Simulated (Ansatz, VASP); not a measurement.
RuSe: VASP beside Ansatz

Contents of INCAR:

```
PREC     = Accurate       # precision mode
ENCUT    = 520            # plane-wave cutoff, eV
EDIFF    = 1E-7           # SCF threshold, eV
ISMEAR   = 0              # smearing method
SIGMA    = 0.05           # smearing width, eV
LREAL    = False          # projectors in reciprocal space
LASPH    = True           # aspherical terms in the spheres
NELM     = 80             # most SCF steps
ALGO     = Normal         # electronic algorithm
ISIF     = 2              # what is computed and relaxed
LWAVE    = False          # write WAVECAR
LCHARG   = False          # write CHGCAR
GGA      = PE             # functional
NBANDS   = 17             # bands
```

KPOINTS

```
regular mesh
0
Gamma
  12 12 12
```

File POSCAR:

```
RuSe
1.0
    0.0000000000      2.5704067165      2.5704067165
    2.5704067165      0.0000000000      2.5704067165
    2.5704067165      2.5704067165      0.0000000000
Ru Se
1 1
Direct
    0.5000000000      0.5000000000      0.5000000000
    0.0000000000      0.0000000000      0.0000000000
```

Input for Ansatz:

```yaml
crystal:
  lattice:
    - [0.0, 2.5704067165, 2.5704067165]
    - [2.5704067165, 0.0, 2.5704067165]
    - [2.5704067165, 2.5704067165, 0.0]
  atoms:
    - { symbol: Ru, position: [0.5, 0.5, 0.5] }
    - { symbol: Se, position: [0.0, 0.0, 0.0] }
basis:
  ecutwfc: 420
  ecutrho_ratio: 4
kpoints:
  mp_grid: { grid: [12, 12, 12] }
hamiltonian:
  xc: pbe
scf:
  occupations: { method: gaussian, width: 0.05 }
output:
  forces: true
  stress: true
  eigenvalues: true
```

Alike in both runs: task single point; functional PBE; k mesh 12 × 12 × 12; occupations gaussian, width 0.05 eV; no spin polarisation.

|  | VASP | Ansatz |
| --- | --- | --- |
| version | VASP 6.6.1 | Ansatz 0.2.0 |
| potentials or method | VASP PAW PBE potentials, release 64 (Ru_pv, Se), cutoff 520 eV | scalar-relativistic, plane waves, PAW |
| valence electrons in the cell | 20 | 32 |

VASP gave:

* gap on the k mesh at the Fermi level (eV): none
* pressure (GPa): 0.2

Question: Which values does Ansatz return?

Answer: gap on the k mesh at the Fermi level (eV): none; pressure (GPa): 0.1.

A gap of «none» marks a metal or a gap that the smearing closes. With one functional, cell and mesh, what is left measures potentials, basis and numerics. VASP's potentials hold 20 valence electrons a cell and Ansatz's 32, so a difference there can come from the potentials and not from the codes.
